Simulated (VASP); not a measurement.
The system is Rh.

```
Rh
1.0
     1.50500    1.50500    1.50500
    -1.50500    1.50500    1.50500
    -1.50500   -1.50500    1.50500
Rh
1
Direct
  0.00000 0.00000 0.00000
```

This isn't the form of Rh at room conditions, which is fcc.

* Program: VASP 6.6.1
* Task: relaxation of cell and atoms
* Functional: r2SCAN
* Potentials or basis: VASP PAW PBE potentials, release 64 (Rh_sv_GW)
* Cutoff: 680 eV
* k mesh: 10 × 10 × 10
* Occupations: gaussian, width 0.1 eV
* Spin: no spin polarisation

At the start: pressure 9.5 GPa; volume 13.64 Å³/atom.

Task: How do energy, volume and symmetry change on relaxing?

Result: Over 4 steps the energy falls by 13.5 meV/atom and the volume is 14.11 Å³/atom (+3.4 %); space group Im-3m (No. 229, to 0.1 Å) before and after.

The path:
```
step  energy change (eV)  largest force (eV/Å)  pressure (GPa)  volume (Å³)
   1              0.0000                0.0000            9.51        13.64
   2              0.0554                0.0000          -17.10        15.30
   3             -0.0135                0.0000           -0.27        14.12
   4             -0.0135                0.0000           -0.04        14.11
```

Final structure:
```
CELL_PARAMETERS angstrom
1.52210 1.52210 1.52210
-1.52210 1.52210 1.52210
-1.52210 -1.52210 1.52210
ATOMIC_POSITIONS crystal
Rh 0.00000 0.00000 0.00000
```

Caveat: the PAW data sets were made with another functional, which shifts forces and pressure a little.
